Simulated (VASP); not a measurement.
# MgO (Fm-3m) in VASP: a series of runs

Runs on MgO. Level: PBE. Tasks: single point.

Everything below comes from runs of VASP 6.6.1. Logs are shortened: lines on timing, memory, paths and dates and some standing lists are left out, and cuts for length are marked.

### Step 1. The cell of the first run

The structure is cubic, space group Fm-3m (No. 225). Conventional cell: a = 4.240 Å, b = 4.240 Å, c = 4.240 Å, α = 90.00°, β = 90.00°, γ = 90.00°. Mg (site symmetry m-3m) has 6 O at 2.12 Å within 2.8 Å. O (site symmetry m-3m) has 6 Mg at 2.12 Å within 2.8 Å.

### Step 2. Single point, PBE

INCAR

```
PREC = Accurate
ENCUT = 600
EDIFF = 1E-6
ISMEAR = 0
SIGMA = 0.05
LREAL = F
LASPH = T
NELM = 120
ALGO = Normal
ISIF = 2
LWAVE = F
LCHARG = T
GGA = PE
LELF = T
LVHAR = T
NBANDS = 11
GGA_COMPAT = F
```

KPOINTS

```
regular mesh
0
Gamma
  8 8 8
```

POSCAR

```
MgO
1.0
    0.0000000000      2.1200000000      2.1200000000
    2.1200000000      0.0000000000      2.1200000000
    2.1200000000      2.1200000000      0.0000000000
Mg O
1 1
Direct
    0.0000000000      0.0000000000      0.0000000000
    0.5000000000      0.5000000000      0.5000000000
```

Potentials or basis: VASP PAW PBE potentials, release 64 (Mg, O).

Run with:

```console
$ cat potpaw_PBE.64/Mg/POTCAR potpaw_PBE.64/O/POTCAR > POTCAR
$ mpirun -np 1 vasp_std > vasp.out
```

OUTCAR:

```text
PREC = Accurate
   ENCUT = 600
   EDIFF = 1E-6
   ISMEAR = 0
   LREAL = F
   LASPH = T
   NELM = 120
   ISIF = 2
   GGA = PE

 ion  position               nearest neighbor table
   1  0.000  0.000  0.000-   2 2.12   2 2.12   2 2.12   2 2.12   2 2.12   2 2.12
   2  0.500  0.500  0.500-   1 2.12   1 2.12   1 2.12   1 2.12   1 2.12   1 2.12

  LATTYP: Found a face centered cubic cell.
 ALAT       =     4.2400000000

  Lattice vectors:

 A1 = (   0.0000000000,   2.1200000000,   2.1200000000)
 A2 = (   2.1200000000,   0.0000000000,   2.1200000000)
 A3 = (   2.1200000000,   2.1200000000,   0.0000000000)

Analysis of symmetry for initial positions (statically):
=====================================================================
 Subroutine PRICEL returns:
 Original cell was already a primitive cell.

 Routine SETGRP: Setting up the symmetry group for a
 face centered cubic supercell.

 Subroutine GETGRP returns: Found 48 space group operations
 (whereof 48 operations were pure point group operations)
 out of a pool of 48 trial point group operations.

The static configuration has the point symmetry O_h .

Analysis of symmetry for dynamics (positions and initial velocities):
=====================================================================
 Subroutine PRICEL returns:
 Original cell was already a primitive cell.

 Routine SETGRP: Setting up the symmetry group for a
 face centered cubic supercell.

 Subroutine GETGRP returns: Found 48 space group operations
 (whereof 48 operations were pure point group operations)
 out of a pool of 48 trial point group operations.

The dynamic configuration has the point symmetry O_h .

 Subroutine INISYM returns: Found 48 space group operations
 (whereof 48 operations are pure point group operations),
 and found     1 'primitive' translations

----------------------------------------------------------------------------------------

                                     Primitive cell

  volume of cell :      19.0563

  direct lattice vectors                    reciprocal lattice vectors
     0.000000000  2.120000000  2.120000000    -0.235849057  0.235849057  0.235849057
     2.120000000  0.000000000  2.120000000     0.235849057 -0.235849057  0.235849057
     2.120000000  2.120000000  0.000000000     0.235849057  0.235849057 -0.235849057

  length of vectors
     2.998132752  2.998132752  2.998132752     0.408502549  0.408502549  0.408502549

  position of ions in fractional coordinates (direct lattice)
     0.000000000  0.000000000  0.000000000
     0.500000000  0.500000000  0.500000000

  ion indices of the primitive-cell ions
   primitive index   ion index
                 1           1
                 2           2

----------------------------------------------------------------------------------------

 KPOINTS: regular mesh

Automatic generation of k-mesh.
 Grid dimensions read from file:
 generate k-points for:    8    8    8

 Generating k-lattice:

  Cartesian coordinates                     Fractional coordinates (reciprocal lattice)
    -0.029481132  0.029481132  0.029481132     0.125000000  0.000000000  0.000000000
     0.029481132 -0.029481132  0.029481132     0.000000000  0.125000000  0.000000000
     0.029481132  0.029481132 -0.029481132     0.000000000  0.000000000  0.125000000

  Length of vectors
     0.051062819  0.051062819  0.051062819

  Shift w.r.t. Gamma in fractional coordinates (k-lattice)
     0.000000000  0.000000000  0.000000000

 Subroutine IBZKPT returns following result:
 ===========================================

 Found     29 irreducible k-points:

 Following reciprocal coordinates:
            Coordinates               Weight
  0.000000  0.000000  0.000000      1.000000
  0.125000  0.000000  0.000000      8.000000
  0.250000  0.000000  0.000000      8.000000
  0.375000  0.000000  0.000000      8.000000
  0.500000  0.000000  0.000000      4.000000
  0.125000  0.125000  0.000000      6.000000
[... 16 lines left out ...]
  0.500000  0.250000  0.125000     48.000000
 -0.375000  0.250000  0.125000     24.000000
 [... further k-points ...]
   k-points           NKPTS =     29   k-points in BZ     NKDIM =     29   number of bands    NBANDS=     11
   number of dos      NEDOS =    301   number of ions     NIONS =      2
   total plane-waves  NPLWV =  13824
   dimension x,y,z NGX =    24 NGY =   24 NGZ =   24
   dimension x,y,z NGXF=    48 NGYF=   48 NGZF=   48
   ions per type =               1   1
   NGX,Y,Z   is equivalent  to a cutoff of  13.31, 13.31, 13.31 a.u.
   NGXF,Y,Z  is equivalent  to a cutoff of  26.62, 26.62, 26.62 a.u.
 SYSTEM =  unknown system
   PREC   = accura    normal or accurate (medium, high low for compatibility)
   ISTART =      0    job   : 0-new  1-cont  2-samecut
   ICHARG =      2    charge: 1-file 2-atom 10-const
   ISPIN  =      1    spin polarized calculation?
   LNONCOLLINEAR =      F non collinear calculations
   LSORBIT =      F    spin-orbit coupling
   LASPH  =      T    aspherical Exc in radial PAW
   ENCUT  =  600.0 eV  44.10 Ry    6.64 a.u.   5.99  5.99  5.99*2*pi/ulx,y,z
   NELM   =    120;   NELMIN=  2; NELMDL= -5     # of ELM steps
   EDIFF  = 0.1E-05   stopping-criterion for ELM
   LREAL  =      F    real-space projection
[... 7 lines left out ...]
   TEBEG  =    0.0;   TEEND  =   0.0 temperature during run
   PSTRESS=    0.0 pullay stress
   NELECT =       8.0000    total number of electrons
   NUPDOWN=      -1.0000    fix difference up-down
   EMIN   =  10.00;   EMAX   =-10.00  energy-range for DOS
   EFERMI =   0.00;   METHOD = LEGACY
   ISMEAR =     0;   SIGMA  =   0.05  broadening in eV -4-tet -1-fermi 0-gaus
   EFERMI_NEDOS =   21; number of points for ismear=-14 and -15
   IALGO  =     38    algorithm
   IMIX   =      4    mixing-type and parameters
     AMIX     =   0.40;   BMIX     =  1.00
     AMIX_MAG =   1.60;   BMIX_MAG =  1.00
  volume/ion in A,a.u.               =       9.53        64.30
  Fermi-wavevector in a.u.,A,eV,Ry     =   1.225817  2.316458 20.444485  1.502627
  Thomas-Fermi vector in A             =   2.360841
   LORBIT       =      0    0 simple, 1 ext, 2 COOP (PROOUT), +10 PAW based schemes
   GGA     = PE    functional components
   LHFCALC =     F    Hartree Fock is set to
   AEXX    =    0.0000 exact exchange contribution
   IVDW    =     0    specifies the selected vdW correction
   LEPSILON=     F    determine dielectric tensor
   LRPA    =     F    only Hartree local field effects (RPA)
 non-spin polarized calculation
 Gauss-broadening in eV      SIGMA  =   0.05
  energy-cutoff  :      600.00
  volume of cell :       19.06
 maximum number of plane-waves:       652
   NGX = 11   NGY = 11   NGZ = 11

 number of electron       8.0000005 magnetization

 Free energy of the ion-electron system (eV)
  ---------------------------------------------------
  ext. energy  EPLUGINS =         0.00000000
  ---------------------------------------------------
  free energy    TOTEN  =       -11.91468477 eV

  energy without entropy =      -11.91468477  energy(sigma->0) =      -11.91468477

 E-fermi :   3.3147     XC(G=0): -10.9847

 val. band max:        3.0379237873   @ k =   0.0000   0.0000   0.0000
 cond. band min:       7.5748177592   @ k =   0.0000   0.0000   0.0000
 fundamental gap:      4.5368939719
 Fermi energy:         3.3146964812

 k-point     1 :       0.0000    0.0000    0.0000
  band No.  band energies     occupation
      1     -14.1243      2.00000
      2       3.0379      2.00000
      3       3.0379      2.00000
      4       3.0379      2.00000
      5       7.5748      0.00000
      6      18.7274      0.00000
      7      18.7274      0.00000
      8      18.7274      0.00000
      9      22.5909      0.00000
     10      24.3436      0.00000
     11      24.3436      0.00000

 k-point     2 :       0.1250    0.0000    0.0000
  band No.  band energies     occupation
      1     -13.9668      2.00000
      2       2.0908      2.00000
      3       2.9383      2.00000
      4       2.9383      2.00000
      5       8.4915      0.00000
      6      17.0540      0.00000
      7      19.0742      0.00000
      8      19.0742      0.00000
      9      23.3427      0.00000
     10      23.3427      0.00000
     11      24.6829      0.00000

 k-point     3 :       0.2500    0.0000    0.0000
  band No.  band energies     occupation
      1     -13.5584      2.00000
      2       0.4165      2.00000
      3       2.7088      2.00000
      4       2.7088      2.00000
      5       9.9464      0.00000
      6      15.4871      0.00000
      7      19.5280      0.00000
      8      19.5280      0.00000
      9      22.9555      0.00000
     10      22.9555      0.00000
     11      24.7045      0.00000

 k-point     4 :       0.3750    0.0000    0.0000
  band No.  band energies     occupation
      1     -13.0994      2.00000
      2      -0.9574      2.00000
      3       2.4928      2.00000
      4       2.4928      2.00000
      5      10.6965      0.00000
      6      15.2254      0.00000
      7      19.3223      0.00000
      8      19.3223      0.00000
      9      23.9320      0.00000
     10      24.2581      0.00000
     11      24.2581      0.00000
[... 239 lines left out ...]
 k-point    22 :       0.3750    0.2500    0.1250
  band No.  band energies     occupation
      1     -13.2658      2.00000
      2       0.0691      2.00000
      3       1.9132      2.00000
      4       2.4408      2.00000
      5      11.3335      0.00000
      6      14.4437      0.00000
      7      17.8975      0.00000
      8      20.3528      0.00000
      9      20.9659      0.00000
     10      25.2449      0.00000
     11      28.5262      0.00000

 k-point    23 :       0.5000    0.2500    0.1250
  band No.  band energies     occupation
      1     -12.9046      2.00000
      2      -0.6013      2.00000
      3       1.3508      2.00000
      4       2.1947      2.00000
      5      12.3651      0.00000
      6      14.5534      0.00000
      7      16.7411      0.00000
      8      19.9413      0.00000
      9      22.5064      0.00000
     10      25.1883      0.00000
     11      28.7355      0.00000

 k-point    24 :      -0.3750    0.2500    0.1250
  band No.  band energies     occupation
      1     -12.7444      2.00000
      2      -0.8849      2.00000
      3       1.1476      2.00000
      4       2.0777      2.00000
      5      12.5708      0.00000
      6      15.0445      0.00000
      7      16.3208      0.00000
      8      19.6949      0.00000
      9      23.3321      0.00000
     10      24.8508      0.00000
     11      28.8821      0.00000

 [... further k-points ...]

------------------------ aborting loop because EDIFF is reached ----------------------------------------

  FORCE on cell =-STRESS in cart. coord.  units (eV):
  Direction    XX          YY          ZZ          XY          YZ          ZX
  --------------------------------------------------------------------------------------
  -------------------------------------------------------------------------------------
  Total        0.0588539      0.0588539      0.0588539      0.0000000      0.0000000      0.0000000
  in kB        4.9482151      4.9482151      4.9482151      0.0000000      0.0000000      0.0000000
  external PRESSURE =       4.9482151 kB  Pullay stress =       0.0000000 kB

 VOLUME and BASIS-vectors are now :
 -----------------------------------------------------------------------------
  energy-cutoff  :      600.00
  volume of cell :       19.06
      direct lattice vectors                 reciprocal lattice vectors
     0.000000000  2.120000000  2.120000000    -0.235849057  0.235849057  0.235849057
     2.120000000  0.000000000  2.120000000     0.235849057 -0.235849057  0.235849057
     2.120000000  2.120000000  0.000000000     0.235849057  0.235849057 -0.235849057

 POSITION                                       TOTAL-FORCE (eV/Angst)
 -----------------------------------------------------------------------------------
      0.00000      0.00000      0.00000         0.000000     -0.000000     -0.000000
      2.12000      2.12000      2.12000        -0.000000      0.000000      0.000000
 -----------------------------------------------------------------------------------
    total drift:                               -0.000000     -0.000000      0.000000

  FREE ENERGIE OF THE ION-ELECTRON SYSTEM (eV)
  ---------------------------------------------------
  free  energy   TOTEN  =       -11.9146847703 eV

  energy  without entropy=      -11.9146847703  energy(sigma->0) =      -11.91468477
```

Run time: 13 s. Hardware: 1 thread of AMD EPYC 7R13, shared host; peak memory 0.11 GiB.

What came out:

- Free energy: -11.9147 eV
- Pressure: 0.5 GPa
- Band gap on the k mesh: 4.54 eV, direct

Levels at points of the mesh, in eV from the valence-band top:
```csv
k point,band 1,band 2,band 3,band 4,band 5,band 6,band 7,band 8
"(0.00, 0.00, 0.00)",-17.16,0.00,0.00,0.00,4.54,15.69,15.69,15.69
"(0.50, 0.00, 0.00)",-15.93,-4.53,-0.63,-0.63,7.77,12.38,16.11,16.11
"(0.50, 0.50, 0.00)",-15.68,-4.00,-1.32,-1.32,9.10,9.76,12.89,18.67
```

As with any semilocal functional, this PBE gap is likely too small.

### Step 3. Single point, PBE

This run uses another cell than the first one, of 9.65 Å³/atom, 1.012 times its volume.

INCAR is that of step 2.

KPOINTS is that of step 2.

POSCAR

```
MgO
1.0
    0.0000000000      2.1286887313      2.1286887313
    2.1286887313      0.0000000000      2.1286887313
    2.1286887313      2.1286887313      0.0000000000
Mg O
1 1
Direct
    0.0000000000      0.0000000000      0.0000000000
    0.5000000000      0.5000000000      0.5000000000
```

Potentials or basis: VASP PAW PBE potentials, release 64 (Mg, O).

Run with:

```console
$ cat potpaw_PBE.64/Mg/POTCAR potpaw_PBE.64/O/POTCAR > POTCAR
$ mpirun -np 1 vasp_std > vasp.out
```

Run time: 12 s. Hardware: 1 thread of AMD EPYC 7R13, shared host; peak memory 0.11 GiB.

It converged, with:

| Quantity | Value |
| --- | --- |
| Free energy | -11.9146 eV |
| Pressure | -1.4 GPa |
| Band gap on the k mesh | 4.42 eV, direct |

Levels at points of the mesh, in eV from the valence-band top:
```csv
k point,band 1,band 2,band 3,band 4,band 5,band 6,band 7,band 8,band 9
"(0.00, 0.00, 0.00)",-17.10,0.00,0.00,0.00,4.42,15.62,15.62,15.62,19.45
"(0.50, 0.00, 0.00)",-15.90,-4.48,-0.62,-0.62,7.70,12.24,15.98,15.98,20.41
"(0.50, 0.50, 0.00)",-15.65,-3.95,-1.30,-1.30,9.08,9.63,12.76,18.49,18.49
```

A hybrid or GW would open this gap; PBE tends to underestimate it.

### Step 4. Single point, PBE (volume scaled by 1.000 of the coarse rest volume)

INCAR

```
SYSTEM = MgO
PREC = Accurate
ENCUT = 600
EDIFF = 1E-6
ISMEAR = 0
SIGMA = 0.02
LREAL = .False.
LASPH = .True.
NELM = 120
ALGO = Normal
ISIF = 2
LWAVE = .False.
LCHARG = .False.
GGA = PE
NBANDS = 11
GGA_COMPAT = .False.
```

KPOINTS

```
regular mesh
0
Gamma
  8 8 8
  0 0 0
```

POSCAR

```
MgO
1.0
    0.0000000000      2.1287000000      2.1287000000
    2.1287000000      0.0000000000      2.1287000000
    2.1287000000      2.1287000000      0.0000000000
Mg O
1 1
Direct
    0.0000000000      0.0000000000      0.0000000000
    0.5000000000      0.5000000000      0.5000000000
```

Run with:

```console
$ cat potpaw_PBE.64/Mg/POTCAR potpaw_PBE.64/O/POTCAR > POTCAR
$ mpirun -np 1 vasp_std > vasp.out
```

Wall time 9.8 s (1 thread of AMD EPYC 7R13, shared host); peak memory 0.11 GiB.

The run converged. Its results:

```yaml
Free_energy: -11.9146 eV
Pressure: -1.4 GPa
Band_gap_on_the_k_mesh: 4.42 eV, direct
```

Levels at points of the mesh, in eV from the valence-band top:
```
           k point  band 2  band 3  band 4  band 5  band 6  band 7
(0.00, 0.00, 0.00)    0.00    0.00    0.00    4.42   15.62   15.62
(0.50, 0.00, 0.00)   -4.48   -0.62   -0.62    7.70   12.24   15.98
(0.50, 0.50, 0.00)   -3.95   -1.30   -1.30    9.08    9.63   12.76
```

Caveat: the cell differs from its parent crystal (volume scaled by 1.000 of the coarse rest volume).

### Step 5. Overview

```tsv
cell	smearing	gap on the mesh (eV)	pressure (GPa)
a = 2.998 Å, angles 60.0°, 2 atoms	gaussian 0.05 eV	4.54	0.5
a = 3.010 Å, angles 60.0°, 2 atoms	gaussian 0.05 eV	4.42	-1.4
a = 3.010 Å, angles 60.0°, 2 atoms	gaussian 0.02 eV	4.42	-1.4
```

Alike in all rows: task single point; level PBE; potentials or basis VASP PAW PBE potentials, release 64 (Mg, O); no spin polarisation; k mesh 8 × 8 × 8; cutoff (eV) 600.

Total energies depend on the potentials used, so only differences within one code and one set of settings carry meaning.
